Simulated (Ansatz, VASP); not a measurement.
ZnS in VASP and in Ansatz

```
CELL_PARAMETERS angstrom
-0.01339 2.67108 2.67108
2.67108 -0.01339 2.67108
2.67108 2.67108 -0.01339
ATOMIC_POSITIONS crystal
Zn 0.75000 0.75000 0.75000
S 0.00000 0.00000 0.00000
```

Change from the starting cell: equal xy, yz and zx engineering shears of -0.5 %.

Alike in both runs: task relaxation of the atoms; functional PBEsol; k mesh 8 × 8 × 8; no spin polarisation.

```csv
,VASP,Ansatz
version,VASP 6.6.1,Ansatz 0.2.0
potentials or method,"VASP PAW PBE potentials, release 64 (Zn, S), cutoff 520 eV","all-electron LAPW, scalar-relativistic"
occupations,"gaussian, width 0.01 eV",fixed
```

VASP gave:

```
gap on the k mesh at the Fermi level, each at its own relaxed structure (eV) : 2.07
```

**Question.** Estimate Ansatz's values.

**Answer.** gap on the k mesh at the Fermi level, each at its own relaxed structure (eV): 2.06.

VASP's potentials were made for PBE, not for PBEsol. Ansatz ran all-electron here, and VASP with PAW potentials.
